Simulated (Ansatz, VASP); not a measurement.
# W: VASP beside Ansatz

```
W
1.0
     2.74276    0.00000    0.00000
    -1.37138    2.37530    0.00000
     0.00000    0.00000    2.55277
W
1
Cartesian
  0.0000 0.0000 0.0000
```

Change from the starting cell: volume scaled by 0.95, PAW files.

Alike in both runs: task single point; functional PBE; k mesh 18 × 18 × 16; occupations fermi-dirac, width 0.08 eV; no spin polarisation.

|  | VASP | Ansatz |
| --- | --- | --- |
| version | VASP 6.6.1 | Ansatz 0.2.0 |
| potentials or method | VASP PAW PBE potentials, release 64 (W_sv) | PAW with Ansatz's default frozen-core files, scalar-relativistic |
| plane-wave cutoff (eV) | 520 | 420 |
| valence electrons in the cell | 14 | 14 |

VASP gave:

| Property | Result |
| --- | --- |
| pressure (GPa) | 14.1 |
| traceless stress, the component that is largest in VASP (GPa) | 0.45 |

Task: Which values does Ansatz return?

Result: Pressure (GPa): 13.2; traceless stress, the component that is largest in VASP (GPa): 0.00.

Spin-orbit coupling is off throughout.
